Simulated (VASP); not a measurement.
BiIr3: relaxation of cell and atoms with PBE

Crystal: BiIr3.

```
Bi Ir
1.0
    -1.99838    1.99838    4.46391
     1.99838   -1.99838    4.46391
     1.99838    1.99838   -4.46391
Bi Ir
1 3
Direct
  0.00000 0.00000 0.00000
  0.50000 0.50000 0.00000
  0.25000 0.75000 0.50000
  0.75000 0.25000 0.50000
```

| Property | Result |
| --- | --- |
| Program | VASP 6.6.1 |
| Task | relaxation of cell and atoms |
| Functional | PBE |
| Potentials or basis | VASP PAW PBE potentials, release 64 (Bi_d, Ir) |
| Cutoff | 600 eV |
| k mesh | 6 × 6 × 6 |
| Occupations | gaussian, width 0.1 eV |
| Spin | no spin polarisation |
| Dipole correction | no |
| Further INCAR settings | ALGO = Fast; EDIFF = 1e-07; IBRION = 2; EDIFFG = -0.04; NSW = 90; ISIF = 3 |

```
Relaxed volume                        : 17.04 Å³/atom
Relaxed cell                          : a = 4.915 Å, b = 4.915 Å, c = 4.915 Å, α = 129.93°, β = 129.93°, γ = 73.52°
Space group after relaxing (to 0.1 Å) : I4/mmm (No. 139)
Energy gained by relaxing             : 122.2 meV/atom
Ionic steps                           : 7
Pressure after relaxing               : 0.0 GPa
Band gap on the k mesh                : zero (bands 21 and 22 overlap by 0.48 eV)
```

The path:
```
step  energy change (eV)  largest force (eV/Å)  pressure (GPa)  volume (Å³)
   1              0.0000                0.0000           -5.85        71.31
   2             -0.2207                0.0000           13.20        64.65
   3             -0.2492                0.0000            7.67        66.17
   4             -0.4357                0.0000            5.66        66.46
   5             -0.4632                0.0000            5.15        66.55
   6             -0.4815                0.0000           -2.53        69.03
   7             -0.4887                0.0000            0.01        68.14
```

Final structure:
```xyz
4
Lattice="-2.0800 2.0800 3.9377 2.0800 -2.0800 3.9377 2.0800 2.0800 -3.9377" Properties=species:S:1:pos:R:3 pbc="T T T"
Bi    0.0000    0.0000    0.0000
Ir    0.0000    0.0000    3.9377
Ir    2.0800    0.0000    1.9688
Ir    0.0000    2.0800    1.9688
```

Levels at points of the mesh, in eV from the Fermi level:
| k point | band 18 | band 19 | band 20 | band 21 | band 22 | band 23 | band 24 | band 25 |
| --- | --- | --- | --- | --- | --- | --- | --- | --- |
| (0.00, 0.00, 0.00) | -0.71 | -0.71 | -0.65 | -0.36 | -0.22 | 0.80 | 3.22 | 3.22 |
| (0.50, 0.00, 0.00) | -1.70 | -1.49 | -1.44 | -0.14 | -0.02 | 0.30 | 2.69 | 4.20 |
| (0.50, 0.50, 0.00) | -1.97 | -1.31 | -1.12 | -0.98 | -0.06 | 0.19 | 1.32 | 1.42 |
| (0.50, 0.50, 0.50) | -1.16 | -1.16 | -0.47 | 0.19 | 0.19 | 0.35 | 0.79 | 2.35 |

It took 9 min on 1 thread of AMD EPYC 9R14 (Zen 4) (shared host), peak memory 0.28 GiB.

Caveat: spin-orbit coupling is left out, which moves the levels of the heavy elements.
